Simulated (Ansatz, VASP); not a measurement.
# One calculation of MgS, two programs

Contents of INCAR:

```
PREC = Accurate
ENCUT = 520
EDIFF = 1E-6
ISMEAR = 0
SIGMA = 0.05
LREAL = False
LASPH = True
NELM = 60
ALGO = Normal
ISIF = 2
LWAVE = False
LCHARG = False
GGA = PS
NBANDS = 16
```

KPOINTS

```
Automatic mesh
0
Gamma
  6 6 4
```

POSCAR

```
MgS
1.0
    3.7118526143      0.0000000000      0.0000000000
   -1.8559263071      3.2145586591      0.0000000000
    0.0000000000      0.0000000000      6.1750024128
Mg S
2 2
Direct
    0.6666666667      0.3333333333      0.4957548500
    0.3333333333      0.6666666667      0.9957548500
    0.3333333333      0.6666666667      0.3792441500
    0.6666666667      0.3333333333      0.8792441500
```

Input for Ansatz:

```yaml
crystal:
  lattice:
    - [3.7118526143, 0.0, 0.0]
    - [-1.8559263071, 3.2145586591, 0.0]
    - [0.0, 0.0, 6.1750024128]
  atoms:
    - { symbol: Mg, position: [0.6666666667, 0.3333333333, 0.49575485] }
    - { symbol: Mg, position: [0.3333333333, 0.6666666667, 0.99575485] }
    - { symbol: S, position: [0.3333333333, 0.6666666667, 0.37924415] }
    - { symbol: S, position: [0.6666666667, 0.3333333333, 0.87924415] }
basis:
  ecutwfc: 420
kpoints:
  mp_grid: { grid: [6, 6, 4] }
hamiltonian:
  xc: pbesol
scf:
  occupations: { method: gaussian, width: 0.05 }
output:
  forces: true
  stress: true
  eigenvalues: true
```

Change from the starting cell: strain -0.080 along x and y, -0.040 along z, atoms carried along.

Alike in both runs: task single point; functional PBEsol; k mesh 6 × 6 × 4; occupations gaussian, width 0.05 eV; no spin polarisation.

```csv
,VASP,Ansatz
version,VASP 6.6.1,Ansatz 0.2.0
potentials or method,"VASP PAW PBE potentials, release 64 (Mg, S), cutoff 520 eV","scalar-relativistic, plane waves, PAW"
valence electrons in the cell,16,32
```

```csv
,VASP,Ansatz,Ansatz less VASP
gap on the k mesh at the Fermi level (eV),4.44,4.43,-0.008
least direct gap on the mesh (eV),4.45,4.44,-0.009
pressure (GPa),18.1,18.0,-0.12
"traceless stress, the component that is largest in VASP (GPa)",-6.27,-6.20,+0.072
rms of the force components (eV/Å),0.379,0.374,-0.0049
```

VASP's potentials were made for PBE, not for PBEsol. Atom by atom the forces differ by 0.005 eV/Å (rms over components). With one functional, cell and mesh, what is left measures potentials, basis and numerics. VASP's potentials hold 16 valence electrons a cell and Ansatz's 32, so a difference there can come from the potentials and not from the codes.
